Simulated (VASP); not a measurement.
Set up this calculation in VASP 6.6.1, as the native input.

- Task: single point
- Functional: PBE
- Potentials or basis: VASP PAW PBE potentials, release 64 (W_sv, C)
- Cutoff: 520 eV
- k mesh: 2 × 3 × 3
- Occupations: fermi-dirac, width 0.36 eV
- Spin: no spin polarisation
- Dipole correction: no
- Further INCAR settings: LREAL = Auto; ALGO = Normal; EDIFF = 1e-07; NBANDS = 86

The structure of WC lies in POSCAR:

```
WC
1.0
   -2.9390120000     -5.0905180000      0.0000000000
    4.4085180000     -2.5452590000      0.0000000000
    0.0000000000      0.0000000000      5.7523970000
W C
8 8
Direct
    0.7014579814      0.4554803734      0.0062408766
    0.7039167580      0.4652175173      0.4808777976
    0.4718247060     -0.0635818039     -0.0061191882
    0.4657261530     -0.0427411769      0.5123777097
    0.2004746111      0.4764860408     -0.0244593689
    0.1902722801      0.4884436254      0.4800607469
   -0.0110328646     -0.0342350244      0.0156108836
   -0.0299490422      0.0075262040      0.4843024569
    0.4630215514      0.6903739297      0.2190043559
    0.4796708151      0.6071787121      0.7360931452
    0.2344490602      0.1802303180      0.2191086603
    0.2053168585      0.0749750168      0.7892188248
   -0.0606391777      0.6105409412      0.2549372027
   -0.0746873989      0.6605604964      0.7599093039
    0.6998665421      0.1693803145      0.2834992091
    0.7338732456      0.1449381119      0.7775193541
```

The input as run:

INCAR

```
ALGO = Normal
EDIFF = 1E-7
ENCUT = 520
GGA = PE
ISIF = 2
ISMEAR = -1
LASPH = T
LCHARG = F
LREAL = Auto
LWAVE = F
NBANDS = 86
NELM = 80
PREC = Accurate
SIGMA = 0.36
```

KPOINTS

```
k-points
0
Gamma
  2 3 3
```

Potentials or basis: VASP PAW PBE potentials, release 64 (W_sv, C).

Launch:

```sh
$ cat potpaw_PBE.64/W_sv/POTCAR potpaw_PBE.64/C/POTCAR > POTCAR
$ mpirun -np 1 vasp_std > vasp.out
```

Results of the run:

* Pressure: 10.3 GPa
* Largest force: 9.479 eV/Å
* Band gap on the k mesh: zero (bands 72 and 73 overlap by 0.12 eV)

Caveat: the k points lie up to 0.53 Å⁻¹ apart; so wide a smearing shifts energies and pressures; spin-orbit coupling is left out, which moves the levels of the heavy elements; forces of over 1 eV/Å act on the atoms, so gaps and moduli don't describe the material at rest.

Run time: 11 min on 1 thread of Intel Xeon 8259CL, on a shared host, peak memory 0.34 GiB.
